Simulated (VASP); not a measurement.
# Ta: single point with PBE

Ta:

```xyz
1
Lattice="2.8910 0.0000 0.0000 -1.4455 2.5037 0.0000 0.0000 0.0000 2.7319" Properties=species:S:1:pos:R:3 pbc="T T T"
Ta    0.0000    0.0000    0.0000
```

```json
{"Program": "VASP 6.6.1", "Task": "single point", "Functional": "PBE", "Potentials or basis": "VASP PAW PBE potentials, release 64 (Ta_pv)", "Cutoff": "520 eV", "k mesh": "17 × 17 × 16", "Occupations": "fermi-dirac, width 0.05 eV", "Spin": "no spin polarisation", "Dipole correction": "no", "Further INCAR settings": "ALGO = Normal; EDIFF = 1e-07; NBANDS = 12"}
```

* Pressure: 0.1 GPa

Levels at points of the mesh, in eV from the Fermi level:
```
           k point  band 3  band 4  band 5  band 6  band 7  band 8
(0.00, 0.00, 0.00)  -33.70   -7.86   -2.93    0.45    0.45    5.99
(0.00, 0.00, 0.50)  -33.64   -4.44   -0.49    1.30    1.30    2.48
```

It took 16 s on 1 thread of Intel(R) Xeon(R) 6975P-C (Granite Rapids), with other jobs on the host, peak memory 0.18 GiB.

Caveat: spin-orbit coupling is left out, which moves the levels of the heavy elements.
